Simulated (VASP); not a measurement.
Write the native input for VASP 6.6.1 that does the following.

```yaml
Task: single point
Functional: PBE
Potentials_or_basis: VASP PAW PBE potentials, release 64 (Co, O)
Cutoff: 520 eV
k_mesh: 14 × 14 × 14
Occupations: gaussian, width 0.05 eV
Spin: collinear spin, antiferromagnetic start
Starting_moments: "[2.58, -2.58, 0.0, 0.0] μB"
Dipole_correction: no
Further_INCAR_settings: ALGO = Normal; EDIFF = 1e-06; NBANDS = 27
```

The structure of CoO lies in POSCAR:

```
CoO
1.0
   -2.4200832866     -2.4200832866      4.4169263504
   -4.4169263504     -2.4200832866      2.4200832866
   -2.4200832866     -4.4169263504      2.4200832866
Co O
2 2
Direct
    0.0000000000      0.0000000000      0.0000000000
    0.5000000000      0.5000000000      0.5000000000
    1.2499992812     -0.7500007188     -0.7500007188
    1.7500007188     -0.2499992812     -0.2499992812
```

These files were run (other wordings do the same):

INCAR

```
SYSTEM = CoO
PREC = Accurate
ENCUT = 520
EDIFF = 1E-6
ISMEAR = 0
SIGMA = 0.05
LREAL = .FALSE.
LASPH = .TRUE.
NELM = 150
ALGO = Normal
ISIF = 2
LWAVE = .FALSE.
LCHARG = .FALSE.
ISPIN = 2
MAGMOM = 2.58 -2.58 0 0
LORBIT = 11
LMAXMIX = 4
GGA = PE
NBANDS = 27
```

KPOINTS

```
regular mesh
0
G
  14 14 14
  0 0 0
```

Potentials or basis: VASP PAW PBE potentials, release 64 (Co, O).

The run is started by

```sh
$ cat potpaw_PBE.64/Co/POTCAR potpaw_PBE.64/O/POTCAR > POTCAR
$ mpirun -np 1 vasp_std > vasp.out
```

Results of the run:

* Pressure: -0.5 GPa
* Band gap on the k mesh: zero (filled and empty bands overlap)
* Net moment: 0.00 μB per cell
* Site moments: Co +2.37, -2.37; O +0.00 μB
* Valence electrons inside the program's atomic spheres: Co 7.88; O 4.98

Caveat: semilocal functionals often make such compounds metallic where correlation or magnetic order opens a gap, which also shifts bond lengths.

Run time: 35 min on 1 thread of Intel(R) Xeon(R) Platinum 8124M CPU @ 3.00GHz (Skylake/Cascade Lake), on a shared host, peak memory 0.61 GiB.
